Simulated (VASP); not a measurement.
# Li3H3N2 (Pm) in VASP: single point with r2SCAN+rVV10

Aim: the single point of Li3H3N2 with r2SCAN+rVV10.

All numbers are computed with VASP 6.6.1; they aren't measurements. Logs are shortened: lines on timing, memory, paths and dates and some standing lists are left out, and cuts for length are marked.

### 1 The cell of the first run

It takes space group Pm (No. 6, monoclinic). Conventional cell: a = 3.669 Å, b = 3.389 Å, c = 5.137 Å, α = 90.00°, β = 90.18°, γ = 90.00°. Li (site symmetry m) has 4 N at 2.07 to 2.21 Å and 5 Li at 2.32 to 2.55 Å and 6 H at 2.38 to 2.79 Å within 2.8 Å. Within 2.6 Å of Li (site symmetry m) lie 4 N at 1.92 to 2.27 Å and 3 H at 2.04 to 2.25 Å and 4 Li at 2.51 to 2.55 Å. Li (site symmetry m) has 6 H at 2.05 to 2.59 Å and 3 N at 2.05 to 2.15 Å and 3 Li at 2.32 to 2.80 Å within 2.8 Å. Within 1.4 Å of H (site symmetry 1) lie 1 N at 1.02 Å. Within 1.4 Å of H (site symmetry m) lie 1 N at 1.03 Å. N (site symmetry m) has 2 H at 1.02 Å within 1.4 Å. Within 1.4 Å of N (site symmetry m) lie 1 H at 1.03 Å.

### 2 Single point, r2SCAN+rVV10

Input file POSCAR:

```
Li3H3N2
1.0
    3.6690760276      0.0000000000      0.0520779172
    0.0000000000      3.3891315853      0.0000000000
   -0.0893265122      0.0000000000      5.1365228525
Li H N
3 3 2
Direct
    0.4565597074      0.0000000000      0.7642851182
    0.9627966549      0.5000000000      0.6844262235
    0.6164643640      0.0000000000      0.3274316649
    0.0370247864      0.2322572759      0.0816788677
    0.3086241007      0.5000000000      0.3750712364
    0.0370247864      0.7677427241      0.0816788677
    0.9348047940      0.0000000000      0.9777583685
    0.4847008061      0.5000000000      0.5316706530
```

Input file INCAR.step1:

```
PREC = Accurate
ENCUT = 910
ISMEAR = -1
SIGMA = 0.03
LREAL = F
LASPH = T
NELM = 120
NBANDS = 21
GGA = PE
ALGO = Normal
EDIFF = 1E-5
LWAVE = T
LCHARG = F
GGA_COMPAT = F
```

Input file INCAR.step2:

```
PREC = Accurate
ENCUT = 910
EDIFF = 1E-6
ISMEAR = -1
SIGMA = 0.03
LREAL = F
LASPH = T
NELM = 120
ALGO = Normal
ISIF = 2
LWAVE = F
LCHARG = F
METAGGA = R2SCAN
LMIXTAU = T
LUSE_VDW = T
IVDW_NL = 2
BPARAM = 11.95
CPARAM = 0.0093
NBANDS = 21
ISTART = 1
GGA_COMPAT = F
```

Input file KPOINTS:

```
Automatic mesh
0
Gamma
  6 8 4
```

Potentials or basis: VASP PAW PBE potentials, release 64 (Li_sv, H_h, N_h).

Run with:

```
> cat potpaw_PBE.64/Li_sv/POTCAR potpaw_PBE.64/H_h/POTCAR potpaw_PBE.64/N_h/POTCAR > POTCAR
> cp INCAR.step1 INCAR
> mpirun -np 1 vasp_std > vasp.out
> cp INCAR.step2 INCAR
> mpirun -np 1 vasp_std > vasp.out
```

OUTCAR:

```text
PREC = Accurate
   ENCUT = 910
   EDIFF = 1E-6
   ISMEAR = -1
   LREAL = F
   LASPH = T
   NELM = 120
   ISIF = 2
   METAGGA = R2SCAN
   IVDW_NL = 2
   BPARAM = 11.95
   ISTART = 1

 ion  position               nearest neighbor table
   1  0.457  0.000  0.764-   3 2.32   2 2.51   2 2.51   2 2.55   2 2.55
   2  0.963  0.500  0.684-   8 1.92   1 2.51   1 2.51   1 2.55   1 2.55
   3  0.616  0.000  0.327-   8 2.05   8 2.05   1 2.32
   4  0.037  0.232  0.082-   7 1.02
   5  0.309  0.500  0.375-   8 1.03
   6  0.037  0.768  0.082-   7 1.02
   7  0.935  0.000  0.978-   4 1.02   6 1.02
   8  0.485  0.500  0.532-   5 1.03   2 1.92   3 2.05   3 2.05

  LATTYP: Found a simple monoclinic cell.
 ALAT       =     3.6694455992
 B/A-ratio  =     0.9236086198
 C/A-ratio  =     1.4000206215
 COS(beta)  =    -0.0031959165

  Lattice vectors:

 A1 = (   3.6690760276,   0.0000000000,   0.0520779172)
 A2 = (   0.0000000000,   3.3891315853,   0.0000000000)
 A3 = (  -0.0893265122,   0.0000000000,   5.1365228525)

Analysis of symmetry for initial positions (statically):
=====================================================================
 Subroutine PRICEL returns:
 Original cell was already a primitive cell.

 Routine SETGRP: Setting up the symmetry group for a
 simple monoclinic supercell.

 Subroutine GETGRP returns: Found  2 space group operations
 (whereof  2 operations were pure point group operations)
 out of a pool of  4 trial point group operations.

The static configuration has the point symmetry C_1h.

Analysis of symmetry for dynamics (positions and initial velocities):
=====================================================================
 Subroutine PRICEL returns:
 Original cell was already a primitive cell.

 Routine SETGRP: Setting up the symmetry group for a
 simple monoclinic supercell.

 Subroutine GETGRP returns: Found  2 space group operations
 (whereof  2 operations were pure point group operations)
 out of a pool of  4 trial point group operations.

The dynamic configuration has the point symmetry C_1h.

 Subroutine INISYM returns: Found  2 space group operations
 (whereof  2 operations are pure point group operations),
 and found     1 'primitive' translations

----------------------------------------------------------------------------------------

                                     Primitive cell

  volume of cell :      63.8883

  direct lattice vectors                    reciprocal lattice vectors
     3.669076028  0.000000000  0.052077917     0.272480924  0.000000000  0.004738570
     0.000000000  3.389131585  0.000000000     0.000000000  0.295060836  0.000000000
    -0.089326512  0.000000000  5.136522852    -0.002762616  0.000000000  0.194636188

  length of vectors
     3.669445599  3.389131585  5.137299509     0.272522124  0.295060836  0.194655792

  position of ions in fractional coordinates (direct lattice)
     0.456559707  0.000000000  0.764285118
     0.962796655  0.500000000  0.684426223
     0.616464364  0.000000000  0.327431665
     0.037024786  0.232257276  0.081678868
     0.308624101  0.500000000  0.375071236
     0.037024786  0.767742724  0.081678868
     0.934804794  0.000000000  0.977758368
     0.484700806  0.500000000  0.531670653

  ion indices of the primitive-cell ions
   primitive index   ion index
                 1           1
                 2           2
                 3           3
                 4           4
                 5           5
                 6           6
                 7           7
                 8           8

----------------------------------------------------------------------------------------

 KPOINTS: Automatic mesh

Automatic generation of k-mesh.
 Grid dimensions read from file:
 generate k-points for:    6    8    4

 Generating k-lattice:

  Cartesian coordinates                     Fractional coordinates (reciprocal lattice)
     0.045413487  0.000000000  0.000789762     0.166666667  0.000000000  0.000000000
     0.000000000  0.036882605  0.000000000     0.000000000  0.125000000  0.000000000
    -0.000690654  0.000000000  0.048659047     0.000000000  0.000000000  0.250000000

  Length of vectors
     0.045420354  0.036882605  0.048663948

  Shift w.r.t. Gamma in fractional coordinates (k-lattice)
     0.000000000  0.000000000  0.000000000

 Subroutine IBZKPT returns following result:
 ===========================================

 Found     70 irreducible k-points:

 Following reciprocal coordinates:
            Coordinates               Weight
  0.000000  0.000000  0.000000      1.000000
  0.166667  0.000000 -0.000000      2.000000
  0.333333  0.000000 -0.000000      2.000000
  0.500000  0.000000  0.000000      1.000000
  0.000000  0.125000  0.000000      2.000000
  0.166667  0.125000 -0.000000      4.000000
[... 16 lines left out ...]
  0.333333  0.000000  0.250000      2.000000
  0.500000  0.000000  0.250000      2.000000
 [... further k-points ...]
   k-points           NKPTS =     70   k-points in BZ     NKDIM =     70   number of bands    NBANDS=     21
   number of dos      NEDOS =    301   number of ions     NIONS =      8
   total plane-waves  NPLWV =  69984
   dimension x,y,z NGX =    36 NGY =   36 NGZ =   54
   dimension x,y,z NGXF=    72 NGYF=   72 NGZF=  108
   ions per type =               3   3   2
   NGX,Y,Z   is equivalent  to a cutoff of  16.31, 17.66, 17.47 a.u.
   NGXF,Y,Z  is equivalent  to a cutoff of  32.62, 35.32, 34.95 a.u.
 SYSTEM =  unknown system
   PREC   = accura    normal or accurate (medium, high low for compatibility)
   ISTART =      1    job   : 0-new  1-cont  2-samecut
   ICHARG =      0    charge: 1-file 2-atom 10-const
   ISPIN  =      1    spin polarized calculation?
   LNONCOLLINEAR =      F non collinear calculations
   LSORBIT =      F    spin-orbit coupling
   LASPH  =      T    aspherical Exc in radial PAW
   ENCUT  =  910.0 eV  66.88 Ry    8.18 a.u.   9.03  8.34 12.64*2*pi/ulx,y,z
   NELM   =    120;   NELMIN=  2; NELMDL=  0     # of ELM steps
   EDIFF  = 0.1E-05   stopping-criterion for ELM
   LREAL  =      F    real-space projection
   EDIFFG = 0.1E-04   stopping-criterion for IOM
   NSW    =      0    number of steps for IOM
   IBRION =     -1    ionic relax: 0-MD 1-quasi-New 2-CG
   NFREE  =      0    steps in history (QN), initial steepest desc. (CG)
   ISIF   =      2    stress and relaxation
   ISYM   =      2    0-nonsym 1-usesym 2-fastsym
   POTIM  = 0.5000    time-step for ionic-motion
   TEBEG  =    0.0;   TEEND  =   0.0 temperature during run
   PSTRESS=    0.0 pullay stress
   NELECT =      22.0000    total number of electrons
   NUPDOWN=      -1.0000    fix difference up-down
   EMIN   =  10.00;   EMAX   =-10.00  energy-range for DOS
   EFERMI =   0.00;   METHOD = LEGACY
   ISMEAR =    -1;   SIGMA  =   0.03  broadening in eV -4-tet -1-fermi 0-gaus
   EFERMI_NEDOS =   21; number of points for ismear=-14 and -15
   IALGO  =     38    algorithm
   IMIX   =      4    mixing-type and parameters
     AMIX     =   0.40;   BMIX     =  1.00
     AMIX_MAG =   1.60;   BMIX_MAG =  1.00
  volume/ion in A,a.u.               =       7.99        53.89
  Fermi-wavevector in a.u.,A,eV,Ry     =   1.147471  2.168407 17.914664  1.316691
  Thomas-Fermi vector in A             =   2.284151
   LORBIT       =      0    0 simple, 1 ext, 2 COOP (PROOUT), +10 PAW based schemes
   METAGGA = R2SCAN    functional components
   LHFCALC =     F    Hartree Fock is set to
   AEXX    =    0.0000 exact exchange contribution
   IVDW_NL    =     2    kernel type
   BPARAM     =11.9500
   IVDW    =     0    specifies the selected vdW correction
   LEPSILON=     F    determine dielectric tensor
   LRPA    =     F    only Hartree local field effects (RPA)
 non-spin polarized calculation
  energy-cutoff  :      910.00
  volume of cell :       63.89
 maximum number of plane-waves:      4020
   NGX = 19   NGY = 17   NGZ = 25

 number of electron      22.0000002 magnetization

 Free energy of the ion-electron system (eV)
  ---------------------------------------------------
  ext. energy  EPLUGINS =         0.00000000
  ---------------------------------------------------
  free energy    TOTEN  =       -39.78879641 eV

  energy without entropy =      -39.78879641  energy(sigma->0) =      -39.78879641

 E-fermi :   2.0025     XC(G=0):  -9.3529

 val. band max:        1.3393890806   @ k =   0.5000   0.0000   0.5000
 cond. band min:       3.7945711036   @ k =   0.0000   0.0000   0.0000
 fundamental gap:      2.4551820229
 Fermi energy:         2.0025245081

 k-point     1 :       0.0000    0.0000    0.0000
  band No.  band energies     occupation
      1     -44.3663      2.00000
      2     -44.2941      2.00000
      3     -43.6935      2.00000
      4     -16.0181      2.00000
      5     -12.9595      2.00000
      6      -5.0982      2.00000
[... 13 lines left out ...]
     20      14.9055      0.00000
     21      16.0921      0.00000

 k-point     2 :       0.1667    0.0000   -0.0000
  band No.  band energies     occupation
      1     -44.3657      2.00000
      2     -44.2932      2.00000
      3     -43.6941      2.00000
      4     -15.9943      2.00000
      5     -12.9459      2.00000
      6      -5.0745      2.00000
[... 13 lines left out ...]
     20      14.6856      0.00000
     21      15.2586      0.00000

 k-point     3 :       0.3333    0.0000   -0.0000
  band No.  band energies     occupation
      1     -44.3646      2.00000
      2     -44.2915      2.00000
      3     -43.6954      2.00000
      4     -15.9456      2.00000
      5     -12.9192      2.00000
      6      -5.0263      2.00000
[... 13 lines left out ...]
     20      14.2944      0.00000
     21      15.0106      0.00000

 k-point     4 :       0.5000    0.0000    0.0000
  band No.  band energies     occupation
      1     -44.3641      2.00000
      2     -44.2906      2.00000
      3     -43.6960      2.00000
      4     -15.9208      2.00000
      5     -12.9061      2.00000
      6      -5.0018      2.00000
[... 13 lines left out ...]
     20      14.6499      0.00000
     21      15.2170      0.00000

 k-point     5 :       0.0000    0.1250    0.0000
  band No.  band energies     occupation
      1     -44.3655      2.00000
      2     -44.2936      2.00000
      3     -43.6936      2.00000
      4     -15.9568      2.00000
      5     -12.9476      2.00000
      6      -5.4327      2.00000
[... 13 lines left out ...]
     20      14.4535      0.00000
     21      15.6087      0.00000
[... 382 lines left out ...]
     20      14.4753      0.00000
     21      15.1970      0.00000

 k-point    22 :       0.1667    0.0000    0.2500
  band No.  band energies     occupation
      1     -44.3654      2.00000
      2     -44.2934      2.00000
      3     -43.6943      2.00000
      4     -15.9884      2.00000
      5     -12.9617      2.00000
      6      -5.0675      2.00000
[... 13 lines left out ...]
     20      14.9128      0.00000
     21      15.3422      0.00000

 k-point    23 :       0.3333    0.0000    0.2500
  band No.  band energies     occupation
      1     -44.3643      2.00000
      2     -44.2916      2.00000
      3     -43.6956      2.00000
      4     -15.9418      2.00000
      5     -12.9253      2.00000
      6      -5.0220      2.00000
[... 13 lines left out ...]
     20      14.9142      0.00000
     21      15.4173      0.00000

 k-point    24 :       0.5000    0.0000    0.2500
  band No.  band energies     occupation
      1     -44.3638      2.00000
      2     -44.2907      2.00000
      3     -43.6962      2.00000
      4     -15.9193      2.00000
      5     -12.9013      2.00000
      6      -4.9993      2.00000
[... 13 lines left out ...]
     20      15.0974      0.00000
     21      15.5635      0.00000

 [... further k-points ...]
[... 5 lines left out ...]
  --------------------------------------------------------------------------------------
  -------------------------------------------------------------------------------------
  Total       -0.1848245     -0.1624944     -0.1576152      0.0000000      0.0000000      0.0594829
  in kB       -4.6349871     -4.0749976     -3.9526381      0.0000000      0.0000000      1.4916996
  external PRESSURE =      -4.2208743 kB  Pullay stress =       0.0000000 kB

 VOLUME and BASIS-vectors are now :
 -----------------------------------------------------------------------------
  energy-cutoff  :      910.00
  volume of cell :       63.89
      direct lattice vectors                 reciprocal lattice vectors
     3.669076028  0.000000000  0.052077917     0.272480924  0.000000000  0.004738570
     0.000000000  3.389131585  0.000000000     0.000000000  0.295060836  0.000000000
    -0.089326512  0.000000000  5.136522852    -0.002762616  0.000000000  0.194636188

 POSITION                                       TOTAL-FORCE (eV/Angst)
 -----------------------------------------------------------------------------------
      1.60688      0.00000      3.94954         0.008254      0.000000      0.046422
      3.47144      1.69457      3.56571         0.010889      0.000000      0.022732
      2.23261      0.00000      1.71396        -0.005326      0.000000     -0.047085
      0.12855      0.78715      0.42147         0.003233      0.029710      0.010223
      1.09886      1.69457      1.94263        -0.020933      0.000000     -0.024279
      0.12855      2.60198      0.42147         0.003233     -0.029710      0.010223
      3.34253      0.00000      5.07096        -0.017612      0.000000     -0.044929
      1.73091      1.69457      2.75618         0.018262      0.000000      0.026694
 -----------------------------------------------------------------------------------
    total drift:                                0.022061     -0.000000     -0.012582

  FREE ENERGIE OF THE ION-ELECTRON SYSTEM (eV)
  ---------------------------------------------------
  free  energy   TOTEN  =       -39.7887964125 eV

  energy  without entropy=      -39.7887964125  energy(sigma->0) =      -39.78879641
```

Wall time 14 min (1 thread of Intel Xeon Platinum 8375C at 2.90GHz (Ice Lake), shared host); peak memory 0.64 GiB.

Results:

```
Free energy            : -39.7888 eV
Pressure               : -0.4 GPa
Largest force          : 0.048 eV/Å
Band gap on the k mesh : 2.46 eV (least direct gap 2.63 eV)
```

Forces on the atoms (eV/Å):
```
Li   0.008  0.000  0.046
Li   0.011  0.000  0.023
Li  -0.005  0.000 -0.047
H    0.003  0.030  0.010
H   -0.021  0.000 -0.024
H    0.003 -0.030  0.010
N   -0.018  0.000 -0.045
N    0.018  0.000  0.027
```

Caveat: the cutoff is under 1.25 times the usual one of these potentials, so pressure, stress and relaxed cells hold a basis-set (Pulay) error; the PAW data sets were made with another functional, which shifts forces and pressure a little.
